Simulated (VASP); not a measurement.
TiB2:

```
Ti B
1.0
     3.02920    0.00000    0.00000
    -1.51460    2.62336    0.00000
     0.00000    0.00000    3.22840
Ti B
1 2
Direct
  0.99663 0.98608 0.98473
  0.65640 0.31348 0.50274
  0.33149 0.66649 0.49409
```

This cell differs from its parent crystal: atoms moved at random.

Base run:

* Program: VASP 6.6.1
* Functional: PBE
* Potentials or basis: VASP PAW PBE potentials, release 64 (Ti_sv, B)
* Cutoff: 520 eV
* k mesh: 10 × 10 × 8
* Occupations: fermi-dirac, width 0.05 eV
* Spin: no spin polarisation

Its results: band gap on the k mesh zero (band 9 reaches 10.39 eV, above the bottom of band 10 at 9.83 eV); pressure 1.1 GPa; largest force 0.948 eV/Å.

Problem. The run is repeated on the same cell with these changes: functional from PBE to PBEsol; further incar settings from ALGO = Normal; EDIFF = 1e-07; NBANDS = 16 to ALGO = Normal; EDIFF = 1e-06; NBANDS = 16. What comes out?

Solution. Band gap on the k mesh zero (band 9 reaches 10.29 eV, above the bottom of band 10 at 9.72 eV); pressure -4.0 GPa; largest force 0.954 eV/Å.

Caveats: the PAW data sets were made with another functional, which shifts forces and pressure a little (some runs).
